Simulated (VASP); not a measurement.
A run of VASP 6.6.1 is set up as follows.

File INCAR:

```
ALGO     = Normal         # electronic algorithm
EDIFF    = 1E-6           # SCF threshold, eV
ENCUT    = 500            # plane-wave cutoff, eV
GGA      = PE             # functional
GGA_COMPAT= F            
ISIF     = 2              # what is computed and relaxed
ISMEAR   = 0              # smearing method
LASPH    = T              # aspherical terms in the spheres
LCHARG   = F              # write CHGCAR
LMAXMIX  = 6              # l up to which the mixer works
LREAL    = F              # projectors in reciprocal space
LWAVE    = F              # write WAVECAR
NBANDS   = 18             # bands
NELM     = 200            # most SCF steps
PREC     = Accurate       # precision mode
SIGMA    = 0.1            # smearing width, eV
```

The input KPOINTS:

```
k-points
0
Gamma
  4 4 4
```

Contents of POSCAR:

```
TmH
1.0
    0.0000000000      3.2409225000      3.2409225000
    3.2409225000      0.0000000000      3.2409225000
    3.2409225000      3.2409225000      0.0000000000
Tm H
2 2
Direct
    0.2500000000      0.2500000000      0.2500000000
    0.0000000000      0.0000000000      0.0000000000
    0.7500000000      0.7500000000      0.7500000000
    0.5000000000      0.5000000000      0.5000000000
```

Potentials or basis: VASP PAW PBE potentials, release 64 (Tm_3, H), 4f in core.

Command:

```console
$ cat potpaw_PBE.64/Tm_3/POTCAR potpaw_PBE.64/H/POTCAR > POTCAR
$ mpirun -np 1 vasp_std > vasp.out
```

Problem. What does it give for the pressure?

Solution. 2.4 GPa.

Problem. Predict the band gap on the k mesh.

Solution. Zero (bands 10 and 11 overlap by 0.62 eV).

Caveat: the k points lie up to 0.42 Å⁻¹ apart, too coarse for converged energies and pressures of a metal; spin-orbit coupling is left out, which moves the levels of the heavy elements; the 4f electrons are frozen in the core, so they carry no moment and show no levels. Spin polarisation is off, so any magnetic state and its effect on volume and gap are missing.
